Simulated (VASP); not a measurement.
Write the native input for VASP 6.6.1 that does the following.

```
Task                   : single point
Functional             : PBE
Potentials or basis    : VASP PAW PBE potentials, release 64 (K_sv, F)
Cutoff                 : 520 eV
k mesh                 : 9 × 9 × 9
Occupations            : fermi-dirac, width 0.03 eV
Spin                   : no spin polarisation
Dipole correction      : no
Further INCAR settings : ALGO = Normal; EDIFF = 1e-06; NBANDS = 15
```

The structure of KF (Carobbiite) lies in POSCAR:

```
KF
1.0
    0.0000000000      2.1891035368      2.1891035368
    2.1891035368      0.0000000000      2.1891035368
    2.1891035368      2.1891035368      0.0000000000
K F
1 1
Direct
    0.0000000000      0.0000000000      0.0000000000
    0.5000000000      0.5000000000      0.5000000000
```

The input as run:

INCAR

```
ALGO = Normal
EDIFF = 1E-6
ENCUT = 520
GGA = PE
ISIF = 2
ISMEAR = -1
LASPH = T
LCHARG = F
LREAL = F
LWAVE = F
NBANDS = 15
NELM = 80
PREC = Accurate
SIGMA = 0.03
```

KPOINTS

```
k-points
0
Gamma
  9 9 9
```

Potentials or basis: VASP PAW PBE potentials, release 64 (K_sv, F).

Run with:

```console
$ cat potpaw_PBE.64/K_sv/POTCAR potpaw_PBE.64/F/POTCAR > POTCAR
$ mpirun -np 1 vasp_std > vasp.out
```

It gave:

```
Pressure               : 91.6 GPa
Band gap on the k mesh : 6.90 eV, indirect (least direct gap 7.04 eV)
```

It took 3.8 s on 1 thread of Intel(R) Xeon(R) 6975P-C (Granite Rapids), with other jobs on the host, peak memory 0.13 GiB.
